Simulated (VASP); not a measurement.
# C in VASP: single point with PBE+D3(BJ)

Aim: the single point of C with PBE+D3(BJ).

Program: VASP 6.6.1. These are calculated values, not measurements. Logs are shortened: lines on timing, memory, paths and dates and some standing lists are left out, and cuts for length are marked.

### 1 The cell of the first run

The cell holds a slab with vacuum, 32 atoms: a = 9.864 Å, b = 9.864 Å, c = 13.000 Å, α = 90.00°, β = 90.00°, γ = 120.00°.

### 2 Single point, PBE+D3(BJ)

File INCAR:

```
SYSTEM = C
PREC = Accurate ; ENCUT = 520
EDIFF = 1E-6 ; ISMEAR = -1
SIGMA = 0.05 ; LREAL = Auto
LASPH = .TRUE. ; NELM = 80
ALGO = Normal ; ISIF = 2
LWAVE = .FALSE. ; LCHARG = .FALSE.
GGA = PE ; IVDW = 12
NBANDS = 86
```

File KPOINTS:

```
Automatic mesh
0
G
  2 2 1
  0 0 0
```

File POSCAR:

```
C
1.0
    9.8640000000      0.0000000000      0.0000000000
   -4.9320000000      8.5424750000      0.0000000000
    0.0000000000      0.0000000000     13.0000000000
C
32
Direct
   -0.0030867999     -0.0068832510      0.0652461538
    0.1652820253      0.0694529396      0.0604076923
    0.0094647584      0.2463220554      0.0742076923
    0.1701896037      0.3257603915      0.0659076923
    0.0010328436      0.4973617131      0.0783461538
    0.1655566755      0.5768351678      0.0863692308
    0.0036663932      0.7493846924      0.0694153846
    0.1743640183      0.8262827810      0.0708769231
    0.2513580089     -0.0096927413      0.0606461538
    0.4200132923      0.0778814102      0.0767307692
    0.2599560655      0.2379169971      0.0778384615
    0.4181972218      0.3207618401      0.0840538462
    0.2453546202      0.4946224601      0.0786384615
    0.4170466134      0.5801597312      0.0842692308
    0.2470174472      0.7428994524      0.0975076923
    0.4174662719      0.8334118625      0.1022384615
    0.5081825862      0.0025168350      0.0810384615
    0.6688248727      0.0822361201      0.0845538462
    0.5009460540      0.2437818080      0.0815076923
    0.6702259910      0.3303141069      0.0791615385
    0.4989654591      0.4898814454      0.0886615385
    0.6714786503      0.5765542188      0.0847538462
    0.5059353791      0.7526858434      0.1005076923
    0.6768927705      0.8392883795      0.0907307692
    0.7538290023     -0.0031489703      0.0845230769
    0.9250205701      0.0819551711      0.0716615385
    0.7563785977      0.2517069116      0.0826692308
    0.9227035875      0.3336269641      0.0802000000
    0.7600641299      0.5015759484      0.0795615385
    0.9246744535      0.5871834568      0.0761230769
    0.7522140130      0.7474531678      0.0824076923
    0.9169625068      0.8292210396      0.0837307692
```

Potentials or basis: VASP PAW PBE potentials, release 64 (C).

Command:

```sh
$ cat potpaw_PBE.64/C/POTCAR > POTCAR
$ mpirun -np 1 vasp_std > vasp.out
```

OUTCAR:

```text
SYSTEM = C
   PREC = Accurate
   ENCUT = 520
   EDIFF = 1E-6
   ISMEAR = -1
   LREAL = Auto
   LASPH = .TRUE.
   NELM = 80
   ISIF = 2
   GGA = PE
   IVDW = 12
 IVDW          = 12

 ion  position               nearest neighbor table
   1  0.997  0.993  0.065-  26 1.38  32 1.42   2 1.44
   2  0.165  0.069  0.060-   9 1.41   1 1.44  11 1.46
   3  0.009  0.246  0.074-   4 1.38  26 1.40  28 1.49
   4  0.170  0.326  0.066-   3 1.38  13 1.45  11 1.53
   5  0.001  0.497  0.078-  28 1.40   6 1.41  30 1.42
   6  0.166  0.577  0.086-  13 1.39   5 1.41  15 1.43
[... 24 lines left out ...]
  31  0.752  0.747  0.082-  32 1.41  24 1.43  22 1.46
  32  0.917  0.829  0.084-  31 1.41   1 1.42   7 1.44

  LATTYP: Found a hexagonal cell.
 ALAT       =     9.8640000000
 C/A-ratio  =     1.3179237632

  Lattice vectors:

 A1 = (   9.8640000000,   0.0000000000,   0.0000000000)
 A2 = (  -4.9320000000,   8.5424750000,   0.0000000000)
 A3 = (   0.0000000000,   0.0000000000,  13.0000000000)

Analysis of symmetry for initial positions (statically):
=====================================================================
 Subroutine PRICEL returns:
 Original cell was already a primitive cell.

 Routine SETGRP: Setting up the symmetry group for a
 hexagonal supercell.

 Subroutine GETGRP returns: Found  1 space group operations
 (whereof  1 operations were pure point group operations)
 out of a pool of 24 trial point group operations.

The static configuration has the point symmetry C_1 .

Analysis of symmetry for dynamics (positions and initial velocities):
=====================================================================
 Subroutine PRICEL returns:
 Original cell was already a primitive cell.

 Routine SETGRP: Setting up the symmetry group for a
 hexagonal supercell.

 Subroutine GETGRP returns: Found  1 space group operations
 (whereof  1 operations were pure point group operations)
 out of a pool of 24 trial point group operations.

The dynamic configuration has the point symmetry C_1 .

 Subroutine INISYM returns: Found  1 space group operations
 (whereof  1 operations are pure point group operations),
 and found     1 'primitive' translations

----------------------------------------------------------------------------------------

                                     Primitive cell

  volume of cell :    1095.4187

  direct lattice vectors                    reciprocal lattice vectors
     9.864000000  0.000000000  0.000000000     0.101378751  0.058531046  0.000000000
    -4.932000000  8.542475000  0.000000000     0.000000000  0.117062093  0.000000000
     0.000000000  0.000000000 13.000000000     0.000000000  0.000000000  0.076923077

  length of vectors
     9.864000000  9.864000361 13.000000000     0.117062097  0.117062093  0.076923077

  position of ions in fractional coordinates (direct lattice)
     0.996913200  0.993116749  0.065246154
     0.165282025  0.069452940  0.060407692
     0.009464758  0.246322055  0.074207692
     0.170189604  0.325760391  0.065907692
     0.001032844  0.497361713  0.078346154
     0.165556675  0.576835168  0.086369231
[... 24 lines left out ...]
     0.752214013  0.747453168  0.082407692
     0.916962507  0.829221040  0.083730769

  ion indices of the primitive-cell ions
   primitive index   ion index
                 1           1
                 2           2
                 3           3
                 4           4
                 5           5
                 6           6
[... 24 lines left out ...]
                31          31
                32          32

----------------------------------------------------------------------------------------

 KPOINTS: Automatic mesh

Automatic generation of k-mesh.
 Grid dimensions read from file:
 generate k-points for:    2    2    1

 Generating k-lattice:

  Cartesian coordinates                     Fractional coordinates (reciprocal lattice)
     0.050689376  0.029265523  0.000000000     0.500000000 -0.000000000  0.000000000
     0.000000000  0.058531046  0.000000000     0.000000000  0.500000000  0.000000000
     0.000000000  0.000000000  0.076923077     0.000000000  0.000000000  1.000000000

  Length of vectors
     0.058531048  0.058531046  0.076923077

  Shift w.r.t. Gamma in fractional coordinates (k-lattice)
     0.000000000  0.000000000  0.000000000

 Subroutine IBZKPT returns following result:
 ===========================================

 Found      4 irreducible k-points:

 Following reciprocal coordinates:
            Coordinates               Weight
  0.000000  0.000000  0.000000      1.000000
  0.500000 -0.000000  0.000000      1.000000
  0.000000  0.500000  0.000000      1.000000
  0.500000  0.500000  0.000000      1.000000
   k-points           NKPTS =      4   k-points in BZ     NKDIM =      4   number of bands    NBANDS=     86
   number of dos      NEDOS =    301   number of ions     NIONS =     32
   total plane-waves  NPLWV = 627200
   dimension x,y,z NGX =    80 NGY =   80 NGZ =   98
   dimension x,y,z NGXF=   160 NGYF=  160 NGZF=  196
   ions per type =              32
   NGX,Y,Z   is equivalent  to a cutoff of  13.48, 13.48, 12.53 a.u.
   NGXF,Y,Z  is equivalent  to a cutoff of  26.97, 26.97, 25.06 a.u.
 SYSTEM =  C
   PREC   = accura    normal or accurate (medium, high low for compatibility)
   ISTART =      0    job   : 0-new  1-cont  2-samecut
   ICHARG =      2    charge: 1-file 2-atom 10-const
   ISPIN  =      1    spin polarized calculation?
   LNONCOLLINEAR =      F non collinear calculations
   LSORBIT =      F    spin-orbit coupling
   LASPH  =      T    aspherical Exc in radial PAW
   ENCUT  =  520.0 eV  38.22 Ry    6.18 a.u.  18.34 18.34 24.17*2*pi/ulx,y,z
   NELM   =     80;   NELMIN=  2; NELMDL= -5     # of ELM steps
   EDIFF  = 0.1E-05   stopping-criterion for ELM
   LREAL  =      T    real-space projection
   EDIFFG = 0.1E-04   stopping-criterion for IOM
   NSW    =      0    number of steps for IOM
   IBRION =     -1    ionic relax: 0-MD 1-quasi-New 2-CG
   NFREE  =      0    steps in history (QN), initial steepest desc. (CG)
   ISIF   =      2    stress and relaxation
   ISYM   =      2    0-nonsym 1-usesym 2-fastsym
   POTIM  = 0.5000    time-step for ionic-motion
   TEBEG  =    0.0;   TEEND  =   0.0 temperature during run
   PSTRESS=    0.0 pullay stress
   NELECT =     128.0000    total number of electrons
   NUPDOWN=      -1.0000    fix difference up-down
   EMIN   =  10.00;   EMAX   =-10.00  energy-range for DOS
   EFERMI =   0.00;   METHOD = LEGACY
   ISMEAR =    -1;   SIGMA  =   0.05  broadening in eV -4-tet -1-fermi 0-gaus
   EFERMI_NEDOS =   21; number of points for ismear=-14 and -15
   IALGO  =     38    algorithm
   IMIX   =      4    mixing-type and parameters
     AMIX     =   0.40;   BMIX     =  1.00
     AMIX_MAG =   1.60;   BMIX_MAG =  1.00
  volume/ion in A,a.u.               =      34.23       231.01
  Fermi-wavevector in a.u.,A,eV,Ry     =   0.800359  1.512459  8.715543  0.640574
  Thomas-Fermi vector in A             =   1.907639
   LORBIT       =      0    0 simple, 1 ext, 2 COOP (PROOUT), +10 PAW based schemes
   GGA     = PE    functional components
   LHFCALC =     F    Hartree Fock is set to
   AEXX    =    0.0000 exact exchange contribution
   IVDW    =    12    specifies the selected vdW correction
   LEPSILON=     F    determine dielectric tensor
   LRPA    =     F    only Hartree local field effects (RPA)
 non-spin polarized calculation
  energy-cutoff  :      520.00
  volume of cell :     1095.42
 maximum number of plane-waves:     29533
 NGX is ok and might be reduce to    80
   NGX = 37   NGY = 37   NGZ = 49

 number of electron     127.9999999 magnetization

 Free energy of the ion-electron system (eV)
  ---------------------------------------------------
  ext. energy  EPLUGINS =         0.00000000
  ---------------------------------------------------
  free energy    TOTEN  =      -292.47884742 eV

  energy without entropy =     -292.47884721  energy(sigma->0) =     -292.47884732

 E-fermi :  -2.0042     XC(G=0):  -3.3141

 val. band max:       -2.7775935960   @ k =   0.5000   0.5000   0.0000
 cond. band min:      -1.2320028268   @ k =   0.5000   0.5000   0.0000
 fundamental gap:      1.5455907692
 Fermi energy:        -2.0042399162

 k-point     1 :       0.0000    0.0000    0.0000
  band No.  band energies     occupation
      1     -21.4602      2.00000
      2     -20.2179      2.00000
      3     -20.1496      2.00000
      4     -19.9911      2.00000
      5     -19.9408      2.00000
      6     -19.9289      2.00000
[... 68 lines left out ...]
     75       2.3196      0.00000
     76       3.0605      0.00000

 k-point     2 :       0.5000   -0.0000    0.0000
  band No.  band energies     occupation
      1     -21.1607      2.00000
      2     -21.0341      2.00000
      3     -20.4326      2.00000
      4     -20.2435      2.00000
      5     -19.0718      2.00000
      6     -18.9480      2.00000
[... 68 lines left out ...]
     75       2.6397      0.00000
     76       2.6624      0.00000

 k-point     3 :       0.0000    0.5000    0.0000
  band No.  band energies     occupation
      1     -21.1372      2.00000
      2     -21.0643      2.00000
      3     -20.4280      2.00000
      4     -20.2399      2.00000
      5     -19.0718      2.00000
      6     -18.9914      2.00000
[... 68 lines left out ...]
     75       2.5118      0.00000
     76       2.7647      0.00000

 k-point     4 :       0.5000    0.5000    0.0000
  band No.  band energies     occupation
      1     -21.1800      2.00000
      2     -21.0010      2.00000
      3     -20.4793      2.00000
      4     -20.2048      2.00000
      5     -19.1149      2.00000
      6     -18.9859      2.00000
[... 68 lines left out ...]
     75       2.6538      0.00000
     76       2.7316      0.00000
 [bands above 76 left out]

------------------------ aborting loop because EDIFF is reached ----------------------------------------

 Edisp (eV)   -2.83618

 E8    (eV) :    -0.8849

  FORCE on cell =-STRESS in cart. coord.  units (eV):
  Direction    XX          YY          ZZ          XY          YZ          ZX
  --------------------------------------------------------------------------------------
  -------------------------------------------------------------------------------------
  Total       0.80507    -0.14082    -2.38847    -0.99494    -1.06034     0.39366
  in kB       1.17751    -0.20597    -3.49342    -1.45521    -1.55086     0.57577
  external pressure =       -0.84 kB  Pullay stress =        0.00 kB

 VOLUME and BASIS-vectors are now :
 -----------------------------------------------------------------------------
  energy-cutoff  :      520.00
  volume of cell :     1095.42
      direct lattice vectors                 reciprocal lattice vectors
     9.864000000  0.000000000  0.000000000     0.101378751  0.058531046  0.000000000
    -4.932000000  8.542475000  0.000000000     0.000000000  0.117062093  0.000000000
     0.000000000  0.000000000 13.000000000     0.000000000  0.000000000  0.076923077

 POSITION                                       TOTAL-FORCE (eV/Angst)
 -----------------------------------------------------------------------------------
      4.93550      8.48368      0.84820         2.368076      0.163093      0.789408
      1.28780      0.59330      0.78530         0.390967      1.915362      0.800335
     -1.12150      2.10420      0.96470        -2.457601      0.404193     -0.560889
      0.07210      2.78280      0.85680         2.076666      0.908679      1.835335
     -2.44280      4.24870      1.01850         0.690442      0.432957      0.179904
     -1.21190      4.92760      1.12280        -0.332241      0.577464      0.132503
[... 24 lines left out ...]
      3.73340      6.38510      1.07130         0.201387     -0.914235      1.018257
      4.95520      7.08360      1.08850         0.609117      0.027141     -2.610842
 -----------------------------------------------------------------------------------
    total drift:                               -0.024883      0.021493      0.009587

  FREE ENERGIE OF THE ION-ELECTRON SYSTEM (eV)
  ---------------------------------------------------
  free  energy   TOTEN  =      -295.3150260831 eV

  energy  without entropy=     -295.3150258772  energy(sigma->0) =     -295.31502598
```

Run time: 16 min. Hardware: 1 thread of Intel Xeon Platinum 8259CL at 2.50GHz (Skylake/Cascade Lake), shared host; peak memory 1.1 GiB.

Results:

```yaml
Free_energy: -295.3150 eV
Largest_force: 5.974 eV/Å
Dispersion_energy_per_atom: -0.089 eV
```

Forces on the atoms (eV/Å):
```
C    2.368  0.163  0.789
C    0.391  1.915  0.800
C   -2.458  0.404 -0.561
C    2.077  0.909  1.835
C    0.690  0.433  0.180
C   -0.332  0.577  0.133
C    0.923  0.346  1.110
C   -3.333  0.367  0.168
C    1.345  0.461  1.364
C   -1.123  0.629 -0.851
C   -5.527 -0.731 -2.148
C   -0.249  2.944  0.072
C    3.397 -0.298  0.014
C    0.684  0.020  1.366
C    2.568  0.772 -1.210
C    1.475 -0.477 -1.313
C   -1.676 -2.852  1.620
C    2.521  0.932 -0.120
C    2.754 -0.398 -0.296
C    0.212  1.049  0.588
C    0.236  1.527 -0.754
C   -2.480  1.230  0.028
C   -0.528 -1.266 -1.008
C   -1.366 -4.235  0.123
C    0.341  3.650 -0.201
C   -2.604 -0.774  0.648
C    0.035 -1.519 -0.474
C    0.556 -1.266 -0.398
C   -1.353 -1.864  0.117
C   -0.356 -1.762 -0.030
C    0.201 -0.914  1.018
C    0.609  0.027 -2.611
```
